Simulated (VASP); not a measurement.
Here is a VASP 6.6.1 calculation.

Contents of INCAR:

```
  PREC = Accurate
  ENCUT = 520
  EDIFF = 1E-7
  ISMEAR = 0
  SIGMA = 0.15
  LREAL = F
  LASPH = T
  NELM = 80
  ALGO = Fast
  ISIF = 2
  LWAVE = F
  LCHARG = T
  GGA = PS
  LELF = T
  LVHAR = T
  NBANDS = 34
```

The input KPOINTS:

```
Automatic mesh
0
Gamma
  12 12 12
```

Contents of POSCAR:

```
CoW3
1.0
    3.8582449849      0.0000000000      0.0000000000
    0.0000000000      3.8582449849     -0.0771648997
    0.0000000000     -0.0771648997      3.8582449849
Co W
1 3
Direct
    0.0000000000      0.0000000000      0.0000000000
    0.0000000000      0.5000000000      0.5000000000
    0.5000000000      0.0000000000      0.5000000000
    0.5000000000      0.5000000000      0.0000000000
```

Potentials or basis: VASP PAW PBE potentials, release 64 (Co, W_sv).

Command:

```sh
$ cat potpaw_PBE.64/Co/POTCAR potpaw_PBE.64/W_sv/POTCAR > POTCAR
$ mpirun -np 1 vasp_std > vasp.out
```

Problem. Predict the pressure.

Solution. 1.1 GPa.

Problem. Estimate the band gap on the k mesh.

Solution. Zero (an odd number of electrons rules out a gap without spin polarisation).

Stress tensor (GPa, compression positive):
```
0.82 0.00 0.00
0.00 1.17 5.18
0.00 5.18 1.17
```

Caveat: the cell differs from its parent crystal (strain -0.0400 x Voigt [0, 0, 0, 1, 0, 0]); the PAW data sets were made with another functional, which shifts forces and pressure a little; spin-orbit coupling is left out, which moves the levels of the heavy elements; the run has no spin polarisation, though such a crystal can be magnetic. Spin polarisation is off, so any magnetic state and its effect on volume and gap are missing.
